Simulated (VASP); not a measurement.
# SrO in VASP: notebook

Aim: see how the results for SrO move with the level of theory and the settings. Levels: PBE, r2SCAN. Tasks: single point.

Everything below comes from runs of VASP 6.6.1. Logs are shortened: lines on timing, memory, paths and dates and some standing lists are left out, and cuts for length are marked.

### 1 The cell of the first run

The structure is trigonal, space group R3m (No. 160). Conventional cell: a = 3.949 Å, b = 3.949 Å, c = 9.721 Å, α = 90.00°, β = 90.00°, γ = 120.00°. Sr (site symmetry 3m) has 4 O at 2.42 Å within 3.2 Å. Within 3.2 Å of O (site symmetry 3m) lie 4 Sr at 2.42 Å.

### 2 Single point, PBE (strain along [111] +0.5%)

The input, INCAR:

```
SYSTEM = SrO
PREC = Accurate
ENCUT = 520
EDIFF = 1E-6
ISMEAR = -1
SIGMA = 0.02
LREAL = .False.
LASPH = .True.
NELM = 100
ALGO = Normal
ISIF = 2
LWAVE = .False.
LCHARG = .False.
GGA = PE
NBANDS = 15
```

The input, KPOINTS:

```
Automatic mesh
0
Gamma
  8 8 8
  0 0 0
```

The input, POSCAR:

```
SrO
1.0
    0.0093076034      2.8015886299      2.8015886299
    2.8015886299      0.0093076034      2.8015886299
    2.8015886299      2.8015886299      0.0093076034
Sr O
1 1
Direct
    0.0002945613      0.0002945613      0.0002945613
    0.2497054387      0.2497054387      0.2497054387
```

Potentials or basis: VASP PAW PBE potentials, release 64 (Sr_sv, O).

The run is started by

```sh
cat potpaw_PBE.64/Sr_sv/POTCAR potpaw_PBE.64/O/POTCAR > POTCAR
mpirun -np 1 vasp_std > vasp.out
```

OUTCAR:

```text
SYSTEM = SrO
   PREC = Accurate
   ENCUT = 520
   EDIFF = 1E-6
   ISMEAR = -1
   LREAL = .False.
   LASPH = .True.
   NELM = 100
   ISIF = 2
   GGA = PE

 ion  position               nearest neighbor table
   1  0.000  0.000  0.000-   2 2.42   2 2.42   2 2.42   2 2.42
   2  0.250  0.250  0.250-   1 2.42   1 2.42   1 2.42   1 2.42

  LATTYP: Found a trigonal (rhomboedric) cell.
 ALAT       =     3.9620555693
 COS(alpha) =     0.5033194815

  Lattice vectors:

 A1 = (   0.0093076034,   2.8015886299,   2.8015886299)
 A2 = (   2.8015886299,   0.0093076034,   2.8015886299)
 A3 = (   2.8015886299,   2.8015886299,   0.0093076034)

Analysis of symmetry for initial positions (statically):
=====================================================================
 Subroutine PRICEL returns:
 Original cell was already a primitive cell.

 Routine SETGRP: Setting up the symmetry group for a
 trigonal (rhombohedral) supercell.

 Subroutine GETGRP returns: Found  6 space group operations
 (whereof  6 operations were pure point group operations)
 out of a pool of 12 trial point group operations.

The static configuration has the point symmetry C_3v.

Analysis of symmetry for dynamics (positions and initial velocities):
=====================================================================
 Subroutine PRICEL returns:
 Original cell was already a primitive cell.

 Routine SETGRP: Setting up the symmetry group for a
 trigonal (rhombohedral) supercell.

 Subroutine GETGRP returns: Found  6 space group operations
 (whereof  6 operations were pure point group operations)
 out of a pool of 12 trial point group operations.

The dynamic configuration has the point symmetry C_3v.

 Subroutine INISYM returns: Found  6 space group operations
 (whereof  6 operations are pure point group operations),
 and found     1 'primitive' translations

----------------------------------------------------------------------------------------

                                     Primitive cell

  volume of cell :      43.7596

  direct lattice vectors                    reciprocal lattice vectors
     0.009307603  2.801588630  2.801588630    -0.179362028  0.178768114  0.178768114
     2.801588630  0.009307603  2.801588630     0.178768114 -0.179362028  0.178768114
     2.801588630  2.801588630  0.009307603     0.178768114  0.178768114 -0.179362028

  length of vectors
     3.962055569  3.962055569  3.962055569     0.309978732  0.309978732  0.309978732

  position of ions in fractional coordinates (direct lattice)
     0.000294561  0.000294561  0.000294561
     0.249705439  0.249705439  0.249705439

  ion indices of the primitive-cell ions
   primitive index   ion index
                 1           1
                 2           2

----------------------------------------------------------------------------------------

 KPOINTS: Automatic mesh

Automatic generation of k-mesh.
 Grid dimensions read from file:
 generate k-points for:    8    8    8

 Generating k-lattice:

  Cartesian coordinates                     Fractional coordinates (reciprocal lattice)
    -0.022420253  0.022346014  0.022346014     0.125000000  0.000000000  0.000000000
     0.022346014 -0.022420253  0.022346014     0.000000000  0.125000000  0.000000000
     0.022346014  0.022346014 -0.022420253     0.000000000  0.000000000  0.125000000

  Length of vectors
     0.038747341  0.038747341  0.038747341

  Shift w.r.t. Gamma in fractional coordinates (k-lattice)
     0.000000000  0.000000000  0.000000000

 Subroutine IBZKPT returns following result:
 ===========================================

 Found     65 irreducible k-points:

 Following reciprocal coordinates:
            Coordinates               Weight
  0.000000  0.000000  0.000000      1.000000
  0.125000  0.000000 -0.000000      6.000000
  0.250000  0.000000 -0.000000      6.000000
  0.375000 -0.000000 -0.000000      6.000000
  0.500000  0.000000 -0.000000      3.000000
  0.125000  0.125000 -0.000000      6.000000
[... 16 lines left out ...]
  0.250000  0.125000  0.125000      6.000000
  0.375000  0.125000  0.125000      6.000000
 [... further k-points ...]
   k-points           NKPTS =     65   k-points in BZ     NKDIM =     65   number of bands    NBANDS=     15
   number of dos      NEDOS =    301   number of ions     NIONS =      2
   total plane-waves  NPLWV =  27000
   dimension x,y,z NGX =    30 NGY =   30 NGZ =   30
   dimension x,y,z NGXF=    60 NGYF=   60 NGZF=   60
   ions per type =               1   1
   NGX,Y,Z   is equivalent  to a cutoff of  12.59, 12.59, 12.59 a.u.
   NGXF,Y,Z  is equivalent  to a cutoff of  25.18, 25.18, 25.18 a.u.
 SYSTEM =  SrO
   PREC   = accura    normal or accurate (medium, high low for compatibility)
   ISTART =      0    job   : 0-new  1-cont  2-samecut
   ICHARG =      2    charge: 1-file 2-atom 10-const
   ISPIN  =      1    spin polarized calculation?
   LNONCOLLINEAR =      F non collinear calculations
   LSORBIT =      F    spin-orbit coupling
   LASPH  =      T    aspherical Exc in radial PAW
   ENCUT  =  520.0 eV  38.22 Ry    6.18 a.u.   7.37  7.37  7.37*2*pi/ulx,y,z
   NELM   =    100;   NELMIN=  2; NELMDL= -5     # of ELM steps
   EDIFF  = 0.1E-05   stopping-criterion for ELM
   LREAL  =      F    real-space projection
[... 7 lines left out ...]
   TEBEG  =    0.0;   TEEND  =   0.0 temperature during run
   PSTRESS=    0.0 pullay stress
   NELECT =      16.0000    total number of electrons
   NUPDOWN=      -1.0000    fix difference up-down
   EMIN   =  10.00;   EMAX   =-10.00  energy-range for DOS
   EFERMI =   0.00;   METHOD = LEGACY
   ISMEAR =    -1;   SIGMA  =   0.02  broadening in eV -4-tet -1-fermi 0-gaus
   EFERMI_NEDOS =   21; number of points for ismear=-14 and -15
   IALGO  =     38    algorithm
   IMIX   =      4    mixing-type and parameters
     AMIX     =   0.40;   BMIX     =  1.00
     AMIX_MAG =   1.60;   BMIX_MAG =  1.00
  volume/ion in A,a.u.               =      21.88       147.65
  Fermi-wavevector in a.u.,A,eV,Ry     =   1.170641  2.212190 18.645424  1.370400
  Thomas-Fermi vector in A             =   2.307096
   LORBIT       =      0    0 simple, 1 ext, 2 COOP (PROOUT), +10 PAW based schemes
   GGA     = PE    functional components
   LHFCALC =     F    Hartree Fock is set to
   AEXX    =    0.0000 exact exchange contribution
   IVDW    =     0    specifies the selected vdW correction
   LEPSILON=     F    determine dielectric tensor
   LRPA    =     F    only Hartree local field effects (RPA)
 non-spin polarized calculation
  energy-cutoff  :      520.00
  volume of cell :       43.76
 maximum number of plane-waves:      1231
 NGX is ok and might be reduce to    30
   NGX = 15   NGY = 15   NGZ = 15

 number of electron      16.0000002 magnetization

 Free energy of the ion-electron system (eV)
  ---------------------------------------------------
  ext. energy  EPLUGINS =         0.00000000
  ---------------------------------------------------
  free energy    TOTEN  =       -11.76306220 eV

  energy without entropy =      -11.76306220  energy(sigma->0) =      -11.76306220

 E-fermi :   0.8374     XC(G=0):  -8.6039

 val. band max:        0.2669985227   @ k =  -0.2500   0.5000   0.2500
 cond. band min:       2.7782321111   @ k =   0.0000   0.0000   0.0000
 fundamental gap:      2.5112335884
 Fermi energy:         0.8374065499

 k-point     1 :       0.0000    0.0000    0.0000
  band No.  band energies     occupation
      1     -31.9639      2.00000
      2     -14.5029      2.00000
      3     -13.8550      2.00000
      4     -13.8545      2.00000
      5     -13.8545      2.00000
      6      -0.5790      2.00000
      7      -0.5647      2.00000
      8      -0.5647      2.00000
      9       2.7782      0.00000
     10       8.2930      0.00000
     11       8.2930      0.00000
     12       9.6077      0.00000
     13       9.6207      0.00000
     14       9.6207      0.00000
     15      15.2697      0.00000

 k-point     2 :       0.1250    0.0000   -0.0000
  band No.  band energies     occupation
      1     -31.9552      2.00000
      2     -14.8584      2.00000
      3     -13.8678      2.00000
      4     -13.8674      2.00000
      5     -13.5319      2.00000
      6      -0.6680      2.00000
      7      -0.5244      2.00000
      8      -0.5132      2.00000
      9       3.2905      0.00000
     10       7.9764      0.00000
     11       7.9908      0.00000
     12       9.2805      0.00000
     13       9.9765      0.00000
     14       9.9881      0.00000
     15      13.8781      0.00000

 k-point     3 :       0.2500    0.0000   -0.0000
  band No.  band energies     occupation
      1     -31.9342      2.00000
      2     -15.3412      2.00000
      3     -13.8983      2.00000
      4     -13.8980      2.00000
      5     -13.1372      2.00000
      6      -0.7134      2.00000
      7      -0.4053      2.00000
      8      -0.3976      2.00000
      9       4.3541      0.00000
     10       7.6776      0.00000
     11       7.7154      0.00000
     12       8.5959      0.00000
     13      10.3270      0.00000
     14      10.3519      0.00000
     15      12.4303      0.00000

 k-point     4 :       0.3750   -0.0000   -0.0000
  band No.  band energies     occupation
      1     -31.9131      2.00000
      2     -15.6814      2.00000
      3     -13.9288      2.00000
      4     -13.9277      2.00000
      5     -12.8953      2.00000
      6      -0.5606      2.00000
      7      -0.2998      2.00000
      8      -0.2959      2.00000
      9       5.2217      0.00000
     10       7.7074      0.00000
     11       7.7719      0.00000
     12       7.8301      0.00000
     13      10.2633      0.00000
     14      10.2981      0.00000
     15      12.1073      0.00000
[... 307 lines left out ...]
 k-point    22 :       0.1250    0.1250    0.1250
  band No.  band energies     occupation
      1     -31.9554      2.00000
      2     -14.8599      2.00000
      3     -13.8669      2.00000
      4     -13.8669      2.00000
      5     -13.5296      2.00000
      6      -0.6777      2.00000
      7      -0.5128      2.00000
      8      -0.5128      2.00000
      9       3.2847      0.00000
     10       7.9883      0.00000
     11       7.9883      0.00000
     12       9.2717      0.00000
     13       9.9837      0.00000
     14       9.9837      0.00000
     15      13.8126      0.00000

 k-point    23 :       0.2500    0.1250    0.1250
  band No.  band energies     occupation
      1     -31.9428      2.00000
      2     -15.1705      2.00000
      3     -13.9312      2.00000
      4     -13.8744      2.00000
      5     -13.2346      2.00000
      6      -0.7576      2.00000
      7      -0.4617      2.00000
      8      -0.3970      2.00000
      9       3.9637      0.00000
     10       7.4446      0.00000
     11       7.8212      0.00000
     12       9.3098      0.00000
     13       9.9725      0.00000
     14      10.3926      0.00000
     15      13.1915      0.00000

 k-point    24 :       0.3750    0.1250    0.1250
  band No.  band energies     occupation
      1     -31.9217      2.00000
      2     -15.5342      2.00000
      3     -14.0055      2.00000
      4     -13.9054      2.00000
      5     -12.9177      2.00000
      6      -0.6814      2.00000
      7      -0.3429      2.00000
      8      -0.3044      2.00000
      9       4.8833      0.00000
     10       7.2980      0.00000
     11       7.4442      0.00000
     12       8.8159      0.00000
     13      10.3612      0.00000
     14      10.5726      0.00000
     15      12.3660      0.00000

 [... further k-points ...]
[... 5 lines left out ...]
  --------------------------------------------------------------------------------------
  -------------------------------------------------------------------------------------
  Total        0.3013207      0.3013207      0.3013207     -0.0238381     -0.0238381     -0.0238381
  in kB       11.0323031     11.0323031     11.0323031     -0.8727893     -0.8727893     -0.8727893
  external PRESSURE =      11.0323031 kB  Pullay stress =       0.0000000 kB

 VOLUME and BASIS-vectors are now :
 -----------------------------------------------------------------------------
  energy-cutoff  :      520.00
  volume of cell :       43.76
      direct lattice vectors                 reciprocal lattice vectors
     0.009307603  2.801588630  2.801588630    -0.179362028  0.178768114  0.178768114
     2.801588630  0.009307603  2.801588630     0.178768114 -0.179362028  0.178768114
     2.801588630  2.801588630  0.009307603     0.178768114  0.178768114 -0.179362028

 POSITION                                       TOTAL-FORCE (eV/Angst)
 -----------------------------------------------------------------------------------
      0.00165      0.00165      0.00165        -0.000285     -0.000285     -0.000285
      1.40147      1.40147      1.40147         0.000285      0.000285      0.000285
 -----------------------------------------------------------------------------------
    total drift:                               -0.000011     -0.000011     -0.000011

  FREE ENERGIE OF THE ION-ELECTRON SYSTEM (eV)
  ---------------------------------------------------
  free  energy   TOTEN  =       -11.7630621987 eV

  energy  without entropy=      -11.7630621987  energy(sigma->0) =      -11.76306220
```

Run time: 59 s. Hardware: 1 thread of Intel Xeon Platinum 8259CL at 2.50GHz (Skylake/Cascade Lake), shared host; peak memory 0.19 GiB.

Results:

* Free energy: -11.7631 eV
* Pressure: 1.1 GPa
* Band gap on the k mesh: 2.51 eV, indirect (least direct gap 3.34 eV)

Levels at points of the mesh, in eV from the valence-band top:
```
           k point  band 5  band 6  band 7  band 8  band 9  band 10  band 11  band 12
(0.00, 0.00, 0.00)  -14.12   -0.85   -0.83   -0.83    2.51     8.03     8.03     9.34
(0.50, 0.00, 0.00)  -13.08   -0.71   -0.53   -0.53    5.27     7.12     7.56     7.63
(0.50, 0.50, 0.00)  -12.76   -1.41   -0.01   -0.01    4.56     5.73     9.60     9.91
(0.50, 0.50, 0.50)  -13.07   -0.73   -0.52   -0.52    5.26     7.12     7.59     7.59
```

Caveat: the cell differs from its parent crystal (strain along [111] +0.5%).

(Continued in part 2 of 3.)
